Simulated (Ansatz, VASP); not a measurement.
## Two plane-wave programs on HfO2

INCAR

```
SYSTEM = HfO2
ALGO     = Normal         ! electronic algorithm
EDIFF    = 1E-7           ! SCF threshold, eV
EDIFFG   = -0.01          ! ionic threshold
ENCUT    = 600            ! plane-wave cutoff, eV
GGA      = PE             ! functional
IBRION   = 2              ! ionic algorithm
ISIF     = 3              ! what is computed and relaxed
ISMEAR   = 0              ! smearing method
LASPH    = .True.         ! aspherical terms in the spheres
LCHARG   = .False.        ! write CHGCAR
LREAL    = .False.        ! projectors in reciprocal space
LWAVE    = .False.        ! write WAVECAR
NELM     = 80             ! most SCF steps
NSW      = 100            ! ionic steps
PREC     = Accurate       ! precision mode
SIGMA    = 0.1            ! smearing width, eV
```

Contents of KPOINTS:

```
k-points
0
Gamma
  12 12 18
  0 0 0
```

File POSCAR:

```
HfO2
1.0
    3.6022813595      0.0000000000      0.0000000000
   -1.8011406798      3.1196671689      0.0000000000
    0.0000000000      0.0000000000      2.7038890089
Hf O
1 2
Direct
    0.0000000000      0.0000000000      0.0000000000
    0.3333333333      0.6666666667      0.5000000000
    0.6666666667      0.3333333333      0.5000000000
```

Input for Ansatz:

```yaml
crystal:
  lattice:
    - [3.6022813595, 0.0, 0.0]
    - [-1.8011406798, 3.1196671689, 0.0]
    - [0.0, 0.0, 2.7038890089]
  atoms:
    - { symbol: Hf, position: [0.0, 0.0, 0.0] }
    - { symbol: O, position: [0.3333333333, 0.6666666667, 0.5] }
    - { symbol: O, position: [0.6666666667, 0.3333333333, 0.5] }
basis:
  ecutwfc: 420
kpoints:
  mp_grid: { grid: [12, 12, 18] }
hamiltonian:
  xc: pbe
scf:
  occupations: { method: gaussian, width: 0.1 }
output:
  forces: true
  stress: true
  eigenvalues: true
relax:
  adjacent_minimum: "off"
  f_tol: 0.01
  max_steps: 80
  cell: { stress_tol: 0.05 }
```

Alike in both runs: task relaxation of cell and atoms; functional PBE; k mesh 12 × 12 × 18; occupations gaussian, width 0.1 eV; no spin polarisation.

```csv
,VASP,Ansatz
version,VASP 6.6.1,Ansatz 0.2.0
potentials or method,"VASP PAW PBE potentials, release 64 (Hf_pv, O), cutoff 600 eV","scalar-relativistic, plane waves, PAW"
valence electrons in the cell,22,38
```

|  | VASP | Ansatz | Ansatz less VASP |
| --- | --- | --- | --- |
| gap on the k mesh at the Fermi level, each at its own relaxed structure (eV) | none | none | - |
| relaxed volume (Å³/atom) | 9.97 | 10.11 | +0.139 |
| relaxed length of the cell vector where the two differ most in proportion (Å) | 2.680 | 2.694 | +0.0139 |

A gap of «none» marks a metal or a gap that the smearing closes. VASP's potentials hold 22 valence electrons a cell and Ansatz's 38, so a difference there can come from the potentials and not from the codes.

Spin-orbit coupling is off throughout.
